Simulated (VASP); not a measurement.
A run of VASP 6.6.1 is set up as follows.

The input INCAR:

```
PREC = Accurate ; ENCUT = 520
EDIFF = 1E-7 ; ISMEAR = -1
SIGMA = 0.02 ; LREAL = F
LASPH = T ; NELM = 80
ALGO = Normal ; ISIF = 2
LWAVE = F ; LCHARG = F
GGA = PE ; IBRION = 2
NSW = 80 ; EDIFFG = -0.02
```

File KPOINTS:

```
Automatic mesh
0
Gamma
  8 8 8
```

The input POSCAR:

```
BaTiO3
1.0
    3.9998000000      0.0000000000      0.0000000000
    0.0000000000      3.9998000000      0.0000000000
    0.0000000000      0.0000000000      4.0581800000
Ba Ti O
1 1 3
Direct
    0.0000000000      0.0000000000     -0.0029689668
    0.5000000000      0.5000000000      0.4826505826
    0.5000000000      0.5000000000      0.0222697536
    0.5000000000      0.0000000000      0.5130243154
    0.0000000000      0.5000000000      0.5130243154
```

Potentials or basis: VASP PAW PBE potentials, release 64 (Ba_sv, Ti_sv, O).

Run with:

```sh
$ cat potpaw_PBE.64/Ba_sv/POTCAR potpaw_PBE.64/Ti_sv/POTCAR potpaw_PBE.64/O/POTCAR > POTCAR
$ mpirun -np 1 vasp_std > vasp.out
```

Question: Predict the energy gained by relaxing.

Answer: 0.3 meV/atom.

Question: What does it give for the band gap on the k mesh?

Answer: 1.78 eV (least direct gap 2.17 eV).

Stress tensor (GPa, compression positive):
```
3.11 0.00 0.00
0.00 3.11 0.00
0.00 0.00 4.43
```

Caveat: the cell differs from its parent crystal (z stretched by +1 %); spin-orbit coupling is left out, which moves the levels of the heavy elements. A k mesh can miss the band edges.
